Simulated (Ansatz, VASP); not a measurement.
**Mg3Sb2 in VASP and in Ansatz**

File INCAR:

```
SYSTEM = Mg3Sb2
PREC = Accurate ; ENCUT = 600
EDIFF = 1E-6 ; ISMEAR = 0
SIGMA = 0.01 ; LREAL = .FALSE.
LASPH = .TRUE. ; NELM = 120
ALGO = Normal ; ISIF = 2
LWAVE = .FALSE. ; LCHARG = .FALSE.
GGA = PE ; NBANDS = 16
GGA_COMPAT = .FALSE.
```

Contents of KPOINTS:

```
Automatic mesh
0
G
  12 12 6
  0 0 0
```

Contents of POSCAR:

```
Mg3Sb2
1.0
    4.5938670597      0.0000000000      0.0000000000
   -2.2969335298      3.9784055753      0.0000000000
    0.0000000000      0.0000000000      7.5652464445
Mg Sb
3 2
Direct
    0.3333333333      0.6666666667      0.6302806774
    0.6666666667      0.3333333333      0.3697193226
    0.0000000000      0.0000000000      0.0000000000
    0.3333333333      0.6666666667      0.2289230605
    0.6666666667      0.3333333333      0.7710769395
```

Input for Ansatz:

```yaml
crystal:
  lattice:
    - [4.5938670597, 0.0, 0.0]
    - [-2.2969335298, 3.9784055753, 0.0]
    - [0.0, 0.0, 7.5652464445]
  atoms:
    - { symbol: Mg, position: [0.3333333333, 0.6666666667, 0.6302806774] }
    - { symbol: Mg, position: [0.6666666667, 0.3333333333, 0.3697193226] }
    - { symbol: Mg, position: [0.0, 0.0, 0.0] }
    - { symbol: Sb, position: [0.3333333333, 0.6666666667, 0.2289230605] }
    - { symbol: Sb, position: [0.6666666667, 0.3333333333, 0.7710769395] }
basis:
  ecutwfc: 420
kpoints:
  mp_grid: { grid: [12, 12, 6] }
  band_path: { path: [VBM, CBM], npoints: 2 }
hamiltonian:
  xc: pbe
scf:
  occupations: { method: gaussian, width: 0.01 }
output:
  forces: true
  stress: true
  eigenvalues: true
checkpoint:
  read: start.run
  write: ck
  compress: false
  write_wavefunctions: false
  write_every: 100000
```

Alike in both runs: task single point; functional PBE; k mesh 12 × 12 × 6; occupations gaussian, width 0.01 eV; no spin polarisation.

```csv
,VASP,Ansatz
version,VASP 6.6.1,Ansatz 0.2.0
potentials or method,"VASP PAW PBE potentials, release 64 (Mg, Sb), cutoff 600 eV","scalar-relativistic, plane waves, PAW"
valence electrons in the cell,16,60
```

|  | VASP | Ansatz | Ansatz less VASP |
| --- | --- | --- | --- |
| gap on the k mesh at the Fermi level (eV) | 0.23 | 0.25 | +0.023 |
| least direct gap on the mesh (eV) | 1.01 | 1.02 | +0.007 |
| pressure (GPa) | -1.3 | -1.4 | -0.02 |
| traceless stress, the component that is largest in VASP (GPa) | -1.42 | -1.42 | +0.003 |
| rms of the force components (eV/Å) | 0.006 | 0.001 | -0.0048 |

Atom by atom the forces differ by 0.005 eV/Å (rms over components). VASP's potentials hold 16 valence electrons a cell and Ansatz's 60, so a difference there can come from the potentials and not from the codes.

Neither program's run includes spin-orbit coupling.
